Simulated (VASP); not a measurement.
H15NO6, 22 atoms in the cell. The cell holds an amorphous packing of atoms, 22 atoms: a = 6.222 Å, b = 6.222 Å, c = 6.222 Å, α = 90.00°, β = 90.00°, γ = 90.00°. 

| Item | Value |
| --- | --- |
| Program | VASP 6.6.1 |
| Task | single point |
| Functional | PBE |
| Dispersion | D3(BJ) |
| Potentials or basis | VASP PAW PBE potentials, release 64 (O, H, N) |
| Cutoff | 520 eV |
| k mesh | 1 × 1 × 1 |
| Occupations | fermi-dirac, width 0.02 eV |
| Spin | no spin polarisation |
| Dipole correction | no |
| Further INCAR settings | LREAL = Auto; ALGO = Normal; EDIFF = 1e-07; NBANDS = 45 |

Potentials or basis: VASP PAW PBE potentials, release 64 (O, H, N).

Command:

```console
$ cat potpaw_PBE.64/O/POTCAR potpaw_PBE.64/H/POTCAR potpaw_PBE.64/N/POTCAR > POTCAR
$ mpirun -np 1 vasp_gam > vasp.out
```

Hardware: 1 thread of Intel Xeon 6975P-C, with other jobs on the host.

**Question.** How long does it take, and how much memory?

**Answer.** Run time: 27 s on 1 thread of Intel Xeon 6975P-C, on a shared host, peak memory 0.31 GiB. Counts: scf iterations 17, k points 1.
